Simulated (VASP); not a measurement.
A run of VASP 6.6.1 is set up as follows.

File INCAR:

```
SYSTEM = LiTa3O4
PREC     = Accurate       ! precision mode
ENCUT    = 520            ! plane-wave cutoff, eV
EDIFF    = 1E-7           ! SCF threshold, eV
ISMEAR   = 0              ! smearing method
SIGMA    = 0.1            ! smearing width, eV
LREAL    = .False.        ! projectors in reciprocal space
LASPH    = .True.         ! aspherical terms in the spheres
NELM     = 80             ! most SCF steps
ALGO     = Normal         ! electronic algorithm
ISIF     = 2              ! what is computed and relaxed
LWAVE    = .False.        ! write WAVECAR
LCHARG   = .False.        ! write CHGCAR
GGA      = PE             ! functional
NBANDS   = 40             ! bands
```

KPOINTS

```
Automatic mesh
0
Gamma
  10 10 4
  0 0 0
```

File POSCAR:

```
LiTa3O4
1.0
    2.8751621639      0.0028579492     -0.0054005187
   -0.0853199375      2.9222425616      0.0047131864
   -0.3782945896     -0.4999809551     10.8521738023
Li Ta O
1 3 4
Direct
    0.7950392501      0.9809309545      0.8597547464
    0.6342748861      0.0582844631      0.3840727246
    0.3435252218      0.4395752243      0.5978909321
    0.0871184225      0.5129526261      0.0863043830
    0.8575197893      0.9550500639      0.6835700198
    0.5952196005      0.0221037092      0.1435243223
    0.5648999013      0.4890164640      0.9487797872
    0.1224029287      0.5420864947      0.2961030147
```

Potentials or basis: VASP PAW PBE potentials, release 64 (Li_sv, Ta_pv, O).

The run is started by

```bash
$ cat potpaw_PBE.64/Li_sv/POTCAR potpaw_PBE.64/Ta_pv/POTCAR potpaw_PBE.64/O/POTCAR > POTCAR
$ mpirun -np 1 vasp_std > vasp.out
```

Estimate the band gap on the k mesh.

zero (bands 30 and 31 overlap by 0.45 eV).

Estimate the largest force.

0.060 eV/Å.

Forces in eV/Å, atoms in the order of the input:
```
Li   0.011  0.001 -0.009
Ta  -0.006  0.006  0.028
Ta   0.006 -0.005 -0.027
Ta   0.000  0.000  0.027
O    0.000  0.001  0.011
O    0.000  0.001  0.034
O   -0.014  0.000 -0.058
O    0.002 -0.003 -0.006
```

Caveat: spin-orbit coupling is left out, which moves the levels of the heavy elements.
